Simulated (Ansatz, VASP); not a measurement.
**One calculation of SrVO3, two programs**

```
CELL_PARAMETERS angstrom
3.84090 0.00000 0.00000
0.00000 3.84090 0.00000
0.00000 0.00000 3.84090
ATOMIC_POSITIONS crystal
Sr 0.50000 0.50000 0.50000
V 0.00000 0.00000 0.00000
O 0.50000 0.00000 0.00000
O 0.00000 0.50000 0.00000
O 0.00000 0.00000 0.50000
```

Alike in both runs: task single point; functional r2SCAN; k mesh 5 × 5 × 5; occupations gaussian, width 0.05 eV; collinear spin; Hubbard terms V d U = 4.0 eV.

|  | VASP | Ansatz |
| --- | --- | --- |
| version | VASP 6.6.1 | Ansatz 0.2.0 |
| potentials or method | VASP PAW PBE potentials, release 64 (Sr_sv, V_sv, O), cutoff 520 eV | scalar-relativistic, plane waves, PAW |
| valence electrons in the cell | 41 | 41 |

Ansatz gave:

- pressure (GPa): 4.5
- traceless stress, the component that is largest in VASP (GPa): -7.33
- net moment per atom (μB): 0.20
- size of the moment on the site where the two differ most (μB): 0.83

Task: What did VASP give for the same quantities?

Result: Pressure (GPa): 5.1; traceless stress, the component that is largest in VASP (GPa): -0.18; net moment per atom (μB): 0.20; size of the moment on the site where the two differ most (μB): 1.20.

VASP's potentials were made for PBE, not for r2SCAN. Site moments also hang on the region over which each program counts them. The programs project onto different local orbitals, so the same U acts differently, and such runs can settle in different states. Ansatz's warnings: stability check not made, symmetry narrowed by occupation matrices.
